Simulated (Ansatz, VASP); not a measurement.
SrCl2 in VASP and in Ansatz

Contents of INCAR:

```
SYSTEM = SrCl2
  PREC = Accurate
  ENCUT = 520
  EDIFF = 1E-7
  ISMEAR = 0
  SIGMA = 0.01
  LREAL = .False.
  LASPH = .True.
  NELM = 80
  ALGO = Normal
  ISIF = 2
  LWAVE = .False.
  LCHARG = .False.
  GGA = PE
  NBANDS = 19
```

File KPOINTS:

```
regular mesh
0
Gamma
  6 6 6
  0 0 0
```

POSCAR

```
SrCl2
1.0
    0.0000000000      3.4977180853      3.4977180853
    3.4977180853      0.0000000000      3.4977180853
    3.4977180853      3.4977180853      0.0000000000
Sr Cl
1 2
Direct
    0.0000000000      0.0000000000      0.0000000000
    0.2500000000      0.2500000000      0.2500000000
    0.7500000000      0.7500000000      0.7500000000
```

Input for Ansatz:

```yaml
crystal:
  lattice:
    - [0.0, 3.4977180853, 3.4977180853]
    - [3.4977180853, 0.0, 3.4977180853]
    - [3.4977180853, 3.4977180853, 0.0]
  atoms:
    - { symbol: Sr, position: [0.0, 0.0, 0.0] }
    - { symbol: Cl, position: [0.25, 0.25, 0.25] }
    - { symbol: Cl, position: [0.75, 0.75, 0.75] }
kpoints:
  mp_grid: { grid: [6, 6, 6] }
hamiltonian:
  xc: pbe
scf:
  occupations: { method: fixed }
output:
  optics: { e_range: [0, 21], de: 0.05, sigma: 0.1, bands: auto }
```

Alike in both runs: task single point; functional PBE; k mesh 6 × 6 × 6; no spin polarisation.

|  | VASP | Ansatz |
| --- | --- | --- |
| version | VASP 6.6.1 | Ansatz 0.2.0 |
| potentials or method | VASP PAW PBE potentials, release 64 (Sr_sv, Cl) | plane waves, PAW |
| plane-wave cutoff (eV) | 520 | 420 |
| occupations | gaussian, width 0.01 eV | fixed |
| valence electrons in the cell | 24 | 24 |

|  | VASP | Ansatz | Ansatz less VASP |
| --- | --- | --- | --- |
| gap on the k mesh at the Fermi level (eV) | 5.31 | 5.31 | +0.005 |
